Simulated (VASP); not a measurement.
A run of VASP 6.6.1:

Contents of POSCAR:

```
SiC
1.0
    3.0445454039      0.0000000000      0.0000000000
   -1.5222727019      2.6366536627      0.0000000000
    0.0000000000      0.0000000000      4.9958092340
Si C
2 2
Direct
    0.3333333333      0.6666666667      0.0045754862
    0.6666666667      0.3333333333      0.5045754862
    0.3333333333      0.6666666667      0.3804245138
    0.6666666667      0.3333333333      0.8804245138
```

File INCAR.step1:

```
ALGO = Normal
EDIFF = 1E-4
ENCUT = 520
GGA = PE
ISMEAR = 0
LASPH = True
LCHARG = False
LREAL = False
LWAVE = True
NBANDS = 16
NELM = 100
PREC = Accurate
SIGMA = 0.02
```

The input INCAR.step2:

```
ALGO = Normal
EDIFF = 1E-7
ENCUT = 520
ISIF = 2
ISMEAR = 0
ISTART = 1
LASPH = True
LCHARG = True
LELF = True
LMIXTAU = True
LREAL = False
LVHAR = True
LWAVE = False
METAGGA = R2SCAN
NBANDS = 16
NELM = 100
PREC = Accurate
SIGMA = 0.02
```

Contents of KPOINTS:

```
k-points
0
Gamma
  12 12 6
```

Potentials or basis: VASP PAW PBE potentials, release 64 (Si, C).

Run with:

```sh
$ cat potpaw_PBE.64/Si/POTCAR potpaw_PBE.64/C/POTCAR > POTCAR
$ cp INCAR.step1 INCAR
$ mpirun -np 1 vasp_std > vasp.out
$ cp INCAR.step2 INCAR
$ mpirun -np 1 vasp_std > vasp.out
```

Hardware: 1 thread of Intel(R) Xeon(R) 6975P-C (Granite Rapids), with other jobs on the host.

How long does it take, and how much memory?

It took 66 s on 1 thread of Intel(R) Xeon(R) 6975P-C (Granite Rapids) (shared host), peak memory 0.18 GiB. Counts: k points 76.
